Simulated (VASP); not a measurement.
Write the native input for VASP 6.6.1 that does the following.

- Task: single point
- Functional: PBEsol
- Potentials or basis: VASP PAW PBE potentials, release 64 (Cd, S)
- Cutoff: 500 eV
- k mesh: 6 × 6 × 6
- Occupations: gaussian, width 0.01 eV
- Spin: no spin polarisation
- Dipole correction: no
- Further INCAR settings: ALGO = Normal; EDIFF = 1e-06; NBANDS = 16

The structure of CdS lies in POSCAR:

```
CdS
1.0
    0.0000000000      2.8204226229      2.8204226229
    2.8204226229      0.0000000000      2.8204226229
    2.8204226229      2.8204226229      0.0000000000
Cd S
1 1
Direct
    0.0000000000      0.0000000000      0.0000000000
    0.5000000000      0.5000000000      0.5000000000
```

One way to write it, as run:

INCAR

```
SYSTEM = CdS
ALGO     = Normal         ! electronic algorithm
EDIFF    = 1E-6           ! SCF threshold, eV
ENCUT    = 500            ! plane-wave cutoff, eV
GGA      = PS             ! functional
GGA_COMPAT= .False.      
ISIF     = 2              ! what is computed and relaxed
ISMEAR   = 0              ! smearing method
LASPH    = .True.         ! aspherical terms in the spheres
LCHARG   = .False.        ! write CHGCAR
LREAL    = .False.        ! projectors in reciprocal space
LWAVE    = .False.        ! write WAVECAR
NBANDS   = 16             ! bands
NELM     = 120            ! most SCF steps
PREC     = Accurate       ! precision mode
SIGMA    = 0.01           ! smearing width, eV
```

KPOINTS

```
k-points
0
Gamma
  6 6 6
  0 0 0
```

Potentials or basis: VASP PAW PBE potentials, release 64 (Cd, S).

Run with:

```bash
$ cat potpaw_PBE.64/Cd/POTCAR potpaw_PBE.64/S/POTCAR > POTCAR
$ mpirun -np 1 vasp_std > vasp.out
```

Results of the run:

| Quantity | Value |
| --- | --- |
| Pressure | -7.8 GPa |
| Band gap on the k mesh | 0.12 eV, indirect (least direct gap 0.98 eV) |

Caveat: the PAW data sets were made with another functional, which shifts forces and pressure a little.

It took 24 s on 1 thread of Intel Xeon 8259CL, on a shared host, peak memory 0.17 GiB.
